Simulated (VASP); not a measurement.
Input of a VASP 6.6.1 run:

File INCAR:

```
ALGO = Normal
EDIFF = 1E-6
ENCUT = 520
GGA = PE
ISIF = 2
ISMEAR = -1
ISPIN = 2
LASPH = True
LCHARG = False
LMAXMIX = 4
LORBIT = 11
LREAL = False
LWAVE = False
MAGMOM = 3 0
NBANDS = 18
NELM = 150
PREC = Accurate
SIGMA = 0.05
```

Contents of KPOINTS:

```
k-points
0
Gamma
  10 10 10
```

POSCAR

```
CoO
1.0
    0.0000000000      2.3896072712      2.3896072712
    2.3896072712      0.0000000000      2.3896072712
    2.3896072712      2.3896072712      0.0000000000
Co O
1 1
Direct
    0.0000000000      0.0000000000      0.0000000000
    0.2500000000      0.2500000000      0.2500000000
```

Potentials or basis: VASP PAW PBE potentials, release 64 (Co, O).

Launch:

```bash
$ cat potpaw_PBE.64/Co/POTCAR potpaw_PBE.64/O/POTCAR > POTCAR
$ mpirun -np 1 vasp_std > vasp.out
```

Question: Predict the pressure.

Answer: -16.2 GPa.

Question: What does it give for the net moment?

Answer: 3.00 μB per cell.

Question: Predict the site moments.

Answer: Co +2.57; O +0.32 μB.

Caveat: the cell stands under tension; a cell with one magnetic atom can't hold antiferromagnetic order, which such compounds often take.
